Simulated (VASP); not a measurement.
# PrBe3Si (I4mm) in VASP: further runs, part 2 of 2

VASP 6.6.1.

## 5. Single point, PBE (15.14 Å³/atom)

This run uses another cell than the first one, of 15.14 Å³/atom.

Contents of INCAR:

```
SYSTEM = PrBe3Si
PREC = Accurate ; ENCUT = 600
EDIFF = 1E-6 ; ISMEAR = 0
SIGMA = 0.1 ; LREAL = .False.
LASPH = .True. ; NELM = 200
ALGO = Normal ; ISIF = 2
LWAVE = .False. ; LCHARG = .False.
GGA = PE ; NBANDS = 18
GGA_COMPAT = .False. ; LMAXMIX = 6
```

Contents of KPOINTS:

```
regular mesh
0
Gamma
  12 12 12
  0 0 0
```

Contents of POSCAR:

```
PrBe3Si
1.0
   -1.9871434122      1.9871434122      4.7927738861
    1.9871434122     -1.9871434122      4.7927738861
    1.9871434122      1.9871434122     -4.7927738861
Pr Be Si
1 3 1
Direct
    0.0202851950      0.0202851950      0.0000000000
    0.3963473804      0.3963473804      0.0000000000
    0.2762089952      0.7762089952      0.5000000000
    0.7762089952      0.2762089952      0.5000000000
    0.6459494444      0.6459494444      0.0000000000
```

Potentials or basis: VASP PAW PBE potentials, release 64 (Pr_3, Be, Si), 4f in core.

Command:

```console
$ cat potpaw_PBE.64/Pr_3/POTCAR potpaw_PBE.64/Be/POTCAR potpaw_PBE.64/Si/POTCAR > POTCAR
$ mpirun -np 1 vasp_std > vasp.out
```

OUTCAR:

```text
SYSTEM = PrBe3Si
   PREC = Accurate
   ENCUT = 600
   EDIFF = 1E-6
   ISMEAR = 0
   LREAL = .False.
   LASPH = .True.
   NELM = 200
   ISIF = 2
   GGA = PE

 ion  position               nearest neighbor table
   1  0.020  0.020  0.000-   2 3.05   2 3.05   2 3.05   2 3.05   5 3.06   5 3.06   5 3.06   5 3.06
                             3 3.07   4 3.07   3 3.07   4 3.07   3 3.16   4 3.16   4 3.16   3 3.16
   2  0.396  0.396  0.000-   3 2.30   4 2.30   3 2.30   4 2.30   5 2.39   1 3.05   1 3.05   1 3.05
                             1 3.05
   3  0.276  0.776  0.500-   2 2.30   2 2.30   5 2.35   5 2.35   1 3.07   1 3.07   1 3.16   1 3.16

   4  0.776  0.276  0.500-   2 2.30   2 2.30   5 2.35   5 2.35   1 3.07   1 3.07   1 3.16   1 3.16

   5  0.646  0.646  0.000-   3 2.35   4 2.35   3 2.35   4 2.35   2 2.39   1 3.06   1 3.06   1 3.06
                             1 3.06

  LATTYP: Found a body centered tetragonal cell.
 ALAT       =     3.9742868244
 C/A-ratio  =     2.4118912891

  Lattice vectors:

 A1 = (  -1.9871434122,   1.9871434122,   4.7927738861)
 A2 = (   1.9871434122,  -1.9871434122,   4.7927738861)
 A3 = (   1.9871434122,   1.9871434122,  -4.7927738861)

Analysis of symmetry for initial positions (statically):
=====================================================================
 Subroutine PRICEL returns:
 Original cell was already a primitive cell.

 Routine SETGRP: Setting up the symmetry group for a
 body centered tetragonal supercell.

 Subroutine GETGRP returns: Found  8 space group operations
 (whereof  8 operations were pure point group operations)
 out of a pool of 16 trial point group operations.

The static configuration has the point symmetry C_4v.

Analysis of symmetry for dynamics (positions and initial velocities):
=====================================================================
 Subroutine PRICEL returns:
 Original cell was already a primitive cell.

 Routine SETGRP: Setting up the symmetry group for a
 body centered tetragonal supercell.

 Subroutine GETGRP returns: Found  8 space group operations
 (whereof  8 operations were pure point group operations)
 out of a pool of 16 trial point group operations.

The dynamic configuration has the point symmetry C_4v.

 Subroutine INISYM returns: Found  8 space group operations
 (whereof  8 operations are pure point group operations),
 and found     1 'primitive' translations

----------------------------------------------------------------------------------------

                                     Primitive cell

  volume of cell :      75.7017

  direct lattice vectors                    reciprocal lattice vectors
    -1.987143412  1.987143412  4.792773886     0.000000000  0.251617471  0.104323720
     1.987143412 -1.987143412  4.792773886     0.251617471  0.000000000  0.104323720
     1.987143412  1.987143412 -4.792773886     0.251617471  0.251617471  0.000000000

  length of vectors
     5.555912113  5.555912113  5.555912113     0.272387206  0.272387206  0.355840840

  position of ions in fractional coordinates (direct lattice)
     0.020285195  0.020285195  0.000000000
     0.396347380  0.396347380  0.000000000
     0.276208995  0.776208995  0.500000000
     0.776208995  0.276208995  0.500000000
     0.645949444  0.645949444  0.000000000

  ion indices of the primitive-cell ions
   primitive index   ion index
                 1           1
                 2           2
                 3           3
                 4           4
                 5           5

----------------------------------------------------------------------------------------

 KPOINTS: regular mesh

Automatic generation of k-mesh.
 Grid dimensions read from file:
 generate k-points for:   12   12   12

 Generating k-lattice:

  Cartesian coordinates                     Fractional coordinates (reciprocal lattice)
     0.000000000  0.020968123  0.008693643     0.083333333 -0.000000000  0.000000000
     0.020968123  0.000000000  0.008693643    -0.000000000  0.083333333  0.000000000
     0.020968123  0.020968123  0.000000000     0.000000000  0.000000000  0.083333333

  Length of vectors
     0.022698934  0.022698934  0.029653403

  Shift w.r.t. Gamma in fractional coordinates (k-lattice)
     0.000000000  0.000000000  0.000000000

 Subroutine IBZKPT returns following result:
 ===========================================

 Found    163 irreducible k-points:

 Following reciprocal coordinates:
            Coordinates               Weight
  0.000000  0.000000  0.000000      1.000000
  0.083333  0.000000 -0.000000      8.000000
  0.166667  0.000000 -0.000000      8.000000
  0.250000  0.000000 -0.000000      8.000000
  0.333333  0.000000 -0.000000      8.000000
  0.416667  0.000000 -0.000000      8.000000
[... 16 lines left out ...]
  0.500000  0.166667 -0.000000     16.000000
 -0.416667  0.166667  0.000000     16.000000
 [... further k-points ...]
   k-points           NKPTS =    163   k-points in BZ     NKDIM =    163   number of bands    NBANDS=     18
   number of dos      NEDOS =    301   number of ions     NIONS =      5
   total plane-waves  NPLWV = 110592
   dimension x,y,z NGX =    48 NGY =   48 NGZ =   48
   dimension x,y,z NGXF=    96 NGYF=   96 NGZF=   96
   ions per type =               1   3   1
   NGX,Y,Z   is equivalent  to a cutoff of  14.36, 14.36, 14.36 a.u.
   NGXF,Y,Z  is equivalent  to a cutoff of  28.73, 28.73, 28.73 a.u.
 SYSTEM =  PrBe3Si
   PREC   = accura    normal or accurate (medium, high low for compatibility)
   ISTART =      0    job   : 0-new  1-cont  2-samecut
   ICHARG =      2    charge: 1-file 2-atom 10-const
   ISPIN  =      1    spin polarized calculation?
   LNONCOLLINEAR =      F non collinear calculations
   LSORBIT =      F    spin-orbit coupling
   LASPH  =      T    aspherical Exc in radial PAW
   ENCUT  =  600.0 eV  44.10 Ry    6.64 a.u.  11.10 11.10 11.10*2*pi/ulx,y,z
   NELM   =    200;   NELMIN=  2; NELMDL= -5     # of ELM steps
   EDIFF  = 0.1E-05   stopping-criterion for ELM
   LREAL  =      F    real-space projection
[... 7 lines left out ...]
   TEBEG  =    0.0;   TEEND  =   0.0 temperature during run
   PSTRESS=    0.0 pullay stress
   NELECT =      21.0000    total number of electrons
   NUPDOWN=      -1.0000    fix difference up-down
   EMIN   =  10.00;   EMAX   =-10.00  energy-range for DOS
   EFERMI =   0.00;   METHOD = LEGACY
   ISMEAR =     0;   SIGMA  =   0.10  broadening in eV -4-tet -1-fermi 0-gaus
   EFERMI_NEDOS =   21; number of points for ismear=-14 and -15
   IALGO  =     38    algorithm
   IMIX   =      4    mixing-type and parameters
     AMIX     =   0.40;   BMIX     =  1.00
     AMIX_MAG =   1.60;   BMIX_MAG =  1.00
  volume/ion in A,a.u.               =      15.14       102.17
  Fermi-wavevector in a.u.,A,eV,Ry     =   1.067692  2.017646 15.510193  1.139967
  Thomas-Fermi vector in A             =   2.203317
   LORBIT       =      0    0 simple, 1 ext, 2 COOP (PROOUT), +10 PAW based schemes
   GGA     = PE    functional components
   LHFCALC =     F    Hartree Fock is set to
   AEXX    =    0.0000 exact exchange contribution
   IVDW    =     0    specifies the selected vdW correction
   LEPSILON=     F    determine dielectric tensor
   LRPA    =     F    only Hartree local field effects (RPA)
 non-spin polarized calculation
 Gauss-broadening in eV      SIGMA  =   0.10
  energy-cutoff  :      600.00
  volume of cell :       75.70
 maximum number of plane-waves:      2547
 NGX is ok and might be reduce to    48
   NGX = 23   NGY = 23   NGZ = 23

 number of electron      21.0000000 magnetization

 Free energy of the ion-electron system (eV)
  ---------------------------------------------------
  ext. energy  EPLUGINS =         0.00000000
  ---------------------------------------------------
  free energy    TOTEN  =       -22.61459389 eV

  energy without entropy =      -22.60660543  energy(sigma->0) =      -22.61059966

 E-fermi :   5.0583     XC(G=0): -10.2619

 val. band max:        5.0553901281   @ k =  -0.3333  -0.4167   0.2500
 cond. band min:       5.0682440531   @ k =  -0.0833   0.3333   0.0833
 fundamental gap:      0.0128539249
 Fermi energy:         5.0582685889

 k-point     1 :       0.0000    0.0000    0.0000
  band No.  band energies     occupation
      1     -30.3187      2.00000
      2     -12.4938      2.00000
      3     -12.2269      2.00000
      4     -12.2269      2.00000
      5      -4.3404      2.00000
      6       0.9545      2.00000
[... 481 lines left out ...]
      5      -3.0180      2.00000
      6      -0.1847      2.00000
[... 10 lines left out ...]
     17      10.4556      0.00000
     18      11.5275      0.00000

 [... further k-points ...]
[... 5 lines left out ...]
  --------------------------------------------------------------------------------------
  -------------------------------------------------------------------------------------
  Total       -1.1815506     -1.1815506     -1.2169808      0.0000000      0.0000000      0.0000000
  in kB      -25.0067669    -25.0067669    -25.7566257      0.0000000      0.0000000      0.0000000
  external PRESSURE =     -25.2567198 kB  Pullay stress =       0.0000000 kB

 VOLUME and BASIS-vectors are now :
 -----------------------------------------------------------------------------
  energy-cutoff  :      600.00
  volume of cell :       75.70
      direct lattice vectors                 reciprocal lattice vectors
    -1.987143412  1.987143412  4.792773886     0.000000000  0.251617471  0.104323720
     1.987143412 -1.987143412  4.792773886     0.251617471  0.000000000  0.104323720
     1.987143412  1.987143412 -4.792773886     0.251617471  0.251617471  0.000000000

 POSITION                                       TOTAL-FORCE (eV/Angst)
 -----------------------------------------------------------------------------------
      0.00000      0.00000      0.19444         0.000000      0.000000      0.013550
      0.00000      0.00000      3.79921         0.000000      0.000000     -0.004118
      1.98714      0.00000      2.64761         0.000000     -0.000000     -0.006127
      0.00000      1.98714      2.64761        -0.000000      0.000000     -0.006127
      0.00000      0.00000      6.19178         0.000000      0.000000      0.002822
 -----------------------------------------------------------------------------------
    total drift:                               -0.000000     -0.000000     -0.000055

  FREE ENERGIE OF THE ION-ELECTRON SYSTEM (eV)
  ---------------------------------------------------
  free  energy   TOTEN  =       -22.6145938870 eV

  energy  without entropy=      -22.6066054296  energy(sigma->0) =      -22.61059966
```

OSZICAR:

```text
N       E                     dE             d eps       ncg     rms          rms(c)
DAV:   1     0.918438954814E+02    0.91844E+02   -0.96798E+03  5868   0.113E+03
DAV:   2    -0.177019615171E+02   -0.10955E+03   -0.10629E+03  6990   0.234E+02
DAV:   3    -0.228521928486E+02   -0.51502E+01   -0.51003E+01 10182   0.448E+01
DAV:   4    -0.229525426640E+02   -0.10035E+00   -0.10019E+00  7844   0.582E+00
DAV:   5    -0.229554855096E+02   -0.29428E-02   -0.29418E-02  9380   0.843E-01    0.652E+00
DAV:   6    -0.226858600898E+02    0.26963E+00   -0.44333E-01  7794   0.344E+00    0.377E+00
DAV:   7    -0.226185390911E+02    0.67321E-01   -0.22615E-01  8924   0.266E+00    0.664E-01
DAV:   8    -0.226147406054E+02    0.37985E-02   -0.21520E-02  7822   0.752E-01    0.173E-01
DAV:   9    -0.226145675431E+02    0.17306E-03   -0.12442E-03  9092   0.197E-01    0.860E-02
DAV:  10    -0.226145941188E+02   -0.26576E-04   -0.11826E-04  7862   0.834E-02    0.227E-02
DAV:  11    -0.226145938906E+02    0.22822E-06   -0.11161E-05  8944   0.195E-02    0.880E-03
DAV:  12    -0.226145938870E+02    0.36505E-08   -0.69759E-07  4342   0.561E-03
   1 F= -.22614594E+02 E0= -.22610600E+02  d E =-.798846E-02
```

Wall time 4.6 min (1 thread of Intel Xeon Platinum 8559C (Emerald Rapids), shared host); peak memory 0.53 GiB.

What came out:

| Item | Value |
| --- | --- |
| Free energy | -22.6146 eV |
| Pressure | -2.5 GPa |
| Largest force | 0.014 eV/Å |
| Band gap on the k mesh | zero (an odd number of electrons rules out a gap without spin polarisation) |

Forces in eV/Å, atoms in the order of the input:
```
Pr   0.000  0.000  0.014
Be   0.000  0.000 -0.004
Be   0.000  0.000 -0.006
Be   0.000  0.000 -0.006
Si   0.000  0.000  0.003
```

Caveat: spin-orbit coupling is left out, which moves the levels of the heavy elements; the 4f electrons are frozen in the core, so they carry no moment and show no levels. Spin polarisation is off, so any magnetic state and its effect on volume and gap are missing.

## 6. Overview

| cell | gap on the mesh (eV) | pressure (GPa) | largest force (eV/Å) |
| --- | --- | --- | --- |
| a = 5.490 Å, angles 137.9, 137.9, 61.0°, 5 atoms, atomic positions A | none | 0.1 | 0.01 |
| a = 5.491 Å, angles 137.9, 137.9, 61.0°, 5 atoms, atomic positions B | none | 0.1 | 0.01 |
| a = 5.556 Å, angles 138.1, 138.1, 60.8°, 5 atoms, atomic positions C | none | -2.5 | 0.01 |

Alike in all rows: task single point; level PBE; potentials or basis VASP PAW PBE potentials, release 64 (Pr_3, Be, Si), 4f in core; no spin polarisation; k mesh 12 × 12 × 12; cutoff (eV) 600; smearing gaussian 0.1 eV.

Caveats: spin-orbit coupling is left out, which moves the levels of the heavy elements; the 4f electrons are frozen in the core, so they carry no moment and show no levels.

Absolute energies hang on the potentials; compare differences alone.
